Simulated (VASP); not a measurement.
LiF:

```
Li F
1.0
     5.01436   -0.00224    0.02848
    -0.00224    5.00103   -0.01788
     0.01424   -0.00894    2.57380
Li F
4 4
Cartesian
  0.0726 -0.0099 -0.1341
  -0.0169 2.6158 -0.0346
  2.4972 -0.2069 0.0692
  2.4912 2.4807 0.1255
  1.1461 1.3915 1.2111
  1.1443 3.6844 1.3612
  3.7535 1.2727 1.3781
  3.7187 3.9042 1.2824
```

- Program: VASP 6.6.1
- Task: relaxation of cell and atoms
- Functional: PBEsol
- Potentials or basis: VASP PAW PBE potentials, release 64 (Li_sv, F)
- Cutoff: 600 eV
- k mesh: 4 × 4 × 8
- Occupations: fermi-dirac, width 0.05 eV
- Spin: no spin polarisation

At the start: pressure 1.0 GPa; volume 8.07 Å³/atom.

How do energy, volume and symmetry change on relaxing?

Over 61 steps the energy falls by 324.3 meV/atom and the volume is 8.00 Å³/atom (-0.9 %); space group P1 (No. 1, to 0.1 Å) before, Fm-3m (No. 225, to 0.1 Å).

Step by step:
```tsv
step	energy change (eV)	largest force (eV/Å)	pressure (GPa)	volume (Å³)
1	0.0000	1.3174	1.04	64.54
3	-0.3725	0.2672	-0.92	65.39
5	-0.3971	0.2970	-0.42	64.91
7	-0.4342	0.3946	0.82	63.93
9	-0.6660	0.5736	3.10	62.73
11	-0.8209	1.1143	6.61	61.59
13	-0.8357	1.2649	7.55	61.42
15	-0.8949	1.4911	8.72	61.72
17	-1.0524	1.2179	6.61	63.08
19	-1.4145	0.5908	-0.28	69.43
21	-1.4813	0.6264	-1.51	71.07
23	-1.7766	0.3514	-2.26	72.71
25	-1.8509	0.3446	-1.00	71.20
27	-1.9430	0.3799	0.14	68.66
29	-1.9980	0.2542	-0.28	67.96
31	-2.0270	0.1717	0.02	67.28
33	-2.0522	0.1408	-0.13	67.21
35	-2.0699	0.1697	-0.13	67.27
37	-2.1575	0.7849	0.67	66.64
39	-2.1668	0.7866	0.56	66.64
41	-2.1971	0.7772	0.08	66.66
43	-2.2001	0.7654	-0.02	66.66
45	-2.2643	0.6468	-0.50	66.66
47	-2.4080	0.4650	-1.59	66.66
49	-2.4331	0.4489	-1.18	66.14
51	-2.4984	0.3955	3.78	61.59
53	-2.5403	0.3193	1.40	63.22
55	-2.5874	0.0963	-0.19	64.16
57	-2.5934	0.0478	0.03	63.90
59	-2.5942	0.0179	-0.03	63.93
61	-2.5942	0.0090	-0.10	63.99
```

Final structure:
```
Li F
1.0
     4.82644   -0.81992    0.01165
    -0.80890    4.82800   -0.02649
    -0.00368    0.01338    2.82647
Li F
4 4
Direct
  0.99352 0.00343 0.62887
  0.99347 0.50376 0.12883
  0.49378 0.00429 0.12929
  0.49348 0.50409 0.62905
  0.24361 0.25367 0.12976
  0.24354 0.75364 0.62871
  0.74350 0.25381 0.62863
  0.74351 0.75411 0.12845
```

Caveat: the cutoff is under 1.25 times the usual one of these potentials, so pressure, stress and relaxed cells hold a basis-set (Pulay) error; the PAW data sets were made with another functional, which shifts forces and pressure a little.
